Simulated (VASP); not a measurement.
Set up this calculation in VASP 6.6.1, as the native input.

| Property | Result |
| --- | --- |
| Task | single point |
| Functional | PBEsol |
| Potentials or basis | VASP PAW PBE potentials, release 64 (Se, Ti_sv) |
| Cutoff | 520 eV |
| k mesh | 10 × 10 × 4 |
| Occupations | fermi-dirac, width 0.05 eV |
| Spin | no spin polarisation |
| Dipole correction | no |
| Further INCAR settings | ALGO = Normal; EDIFF = 1e-06; NBANDS = 29 |

The structure of Ti3Se lies in POSCAR:

```
Ti3Se
1.0
    3.1759855858      0.0000000000      0.0000000000
   -1.5879927929      2.7504841993      0.0000000000
    0.0000000000      0.0000000000      7.8894363804
Se Ti
1 3
Direct
    0.0000000000      0.0000000000      0.0000000000
    0.6666666667      0.3333333333      0.5000000000
    0.3333333333      0.6666666667      0.7729020000
    0.3333333333      0.6666666667      0.2270980000
```

This cell differs from its parent crystal: volume scaled by 0.98.

These files were run (other wordings do the same):

INCAR

```
  PREC = Accurate
  ENCUT = 520
  EDIFF = 1E-6
  ISMEAR = -1
  SIGMA = 0.05
  LREAL = False
  LASPH = True
  NELM = 100
  ALGO = Normal
  ISIF = 2
  LWAVE = False
  LCHARG = False
  GGA = PS
  NBANDS = 29
```

KPOINTS

```
regular mesh
0
Gamma
  10 10 4
```

Potentials or basis: VASP PAW PBE potentials, release 64 (Se, Ti_sv).

The run is started by

```bash
$ cat potpaw_PBE.64/Se/POTCAR potpaw_PBE.64/Ti_sv/POTCAR > POTCAR
$ mpirun -np 1 vasp_std > vasp.out
```

It gave:

The pressure is -2.1 GPa and the largest force is 0.008 eV/Å. The band gap on the k mesh is zero (band 21 reaches 8.54 eV, above the bottom of band 22 at 7.98 eV).

Caveat: the PAW data sets were made with another functional, which shifts forces and pressure a little.

Wall time 58 s on 1 thread of Intel(R) Xeon(R) Platinum 8375C CPU @ 2.90GHz (Ice Lake), with other jobs on the host, peak memory 0.21 GiB.
